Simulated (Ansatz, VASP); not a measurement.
# La2O3 in VASP and in Ansatz

The input INCAR:

```
PREC = Accurate ; ENCUT = 600
EDIFF = 1E-6 ; ISMEAR = -1
SIGMA = 0.05 ; LREAL = F
LASPH = T ; NELM = 100
ALGO = Normal ; ISIF = 3
LWAVE = F ; LCHARG = F
GGA = CA ; IBRION = 2
NSW = 60 ; EDIFFG = -0.01
```

KPOINTS

```
Automatic mesh
0
Gamma
  5 5 8
```

File POSCAR:

```
La2O3
1.0
    6.2667802772      0.0000000000      0.0000000000
   -3.1333901386      5.4271909200      0.0000000000
    0.0000000000      0.0000000000      3.2997660000
La O
2 3
Direct
    0.6666666667      0.3333333333      0.5000000000
    0.3333333333      0.6666666667      0.5000000000
    0.5080139900      0.0000000000      0.0000000000
    0.0000000000      0.5080139900      0.0000000000
    0.4919860100      0.4919860100      0.0000000000
```

input.yaml

```yaml
crystal:
  lattice:
    - [6.2667802772, 0.0, 0.0]
    - [-3.1333901386, 5.42719092, 0.0]
    - [0.0, 0.0, 3.299766]
  atoms:
    - { symbol: La, position: [0.6666666667, 0.3333333333, 0.5] }
    - { symbol: La, position: [0.3333333333, 0.6666666667, 0.5] }
    - { symbol: O, position: [0.50801399, 0.0, 0.0] }
    - { symbol: O, position: [0.0, 0.50801399, 0.0] }
    - { symbol: O, position: [0.49198601, 0.49198601, 0.0] }
hamiltonian:
  xc: lda
  pseudopotentials: { kind: paw }
kpoints:
  mp_grid: { grid: [5, 5, 8] }
scf:
  occupations: { method: fermi_dirac, width: 0.05 }
output:
  forces: true
  stress: true
  eigenvalues: true
relax:
  f_tol: 0.01
  max_steps: 40
  cell: { stress_tol: 0.05 }
```

Alike in both runs: task relaxation of cell and atoms; functional LDA; k mesh 5 × 5 × 8; occupations fermi-dirac, width 0.05 eV; no spin polarisation.

```csv
,VASP,Ansatz
version,VASP 6.6.1,Ansatz 0.2.0
potentials or method,"VASP PAW LDA potentials, release 64 (La, O)",Ansatz PAW
plane-wave cutoff (eV),600,420
valence electrons in the cell,40,40
```

VASP gave:

| Property | Result |
| --- | --- |
| gap on the k mesh at the Fermi level, each at its own relaxed structure (eV) | 1.19 |
| relaxed volume (Å³/atom) | 21.86 |
| relaxed length of the cell vector where the two differ most in proportion (Å) | 6.250 |

Problem. Estimate Ansatz's values.

Solution. gap on the k mesh at the Fermi level, each at its own relaxed structure (eV): 1.20; relaxed volume (Å³/atom): 21.89; relaxed length of the cell vector where the two differ most in proportion (Å): 6.254.

LDA's correlation is that of Perdew and Zunger in VASP and of Perdew and Wang (1992) in Ansatz.

Neither program's run includes spin-orbit coupling. Noted on Ansatz's run: odd divisions of the mesh miss points on the zone boundary, where band edges often lie, so the gap on the mesh can be too wide; the plane-wave basis is chosen anew once the cell has moved, so the energies of steps on either side of that aren't comparable.
